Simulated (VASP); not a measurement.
Input of a VASP 6.6.1 run:

The input INCAR:

```
SYSTEM = Si2Ni
PREC = Accurate ; ENCUT = 520
EDIFF = 1E-6 ; ISMEAR = 0
SIGMA = 0.05 ; LREAL = .False.
LASPH = .True. ; NELM = 150
ALGO = Normal ; ISIF = 2
LWAVE = .False. ; LCHARG = .False.
ISPIN = 2 ; MAGMOM = 0 0 0.05
LORBIT = 11 ; LMAXMIX = 4
GGA = PE ; NBANDS = 20
```

Contents of KPOINTS:

```
Automatic mesh
0
Gamma
  12 12 12
  0 0 0
```

POSCAR

```
Si2Ni
1.0
    0.0000000000      2.7033876112      2.7033876112
    2.7033876112      0.0000000000      2.7033876112
    2.7033876112      2.7033876112      0.0000000000
Si Ni
2 1
Direct
    0.2500000000      0.2500000000      0.2500000000
    0.7500000000      0.7500000000      0.7500000000
    0.0000000000      0.0000000000      0.0000000000
```

Potentials or basis: VASP PAW PBE potentials, release 64 (Si, Ni).

Command:

```bash
$ cat potpaw_PBE.64/Si/POTCAR potpaw_PBE.64/Ni/POTCAR > POTCAR
$ mpirun -np 1 vasp_std > vasp.out
```

Predict the net moment.

0.00 μB per cell.

Predict the band gap on the k mesh.

zero (filled and empty bands overlap).
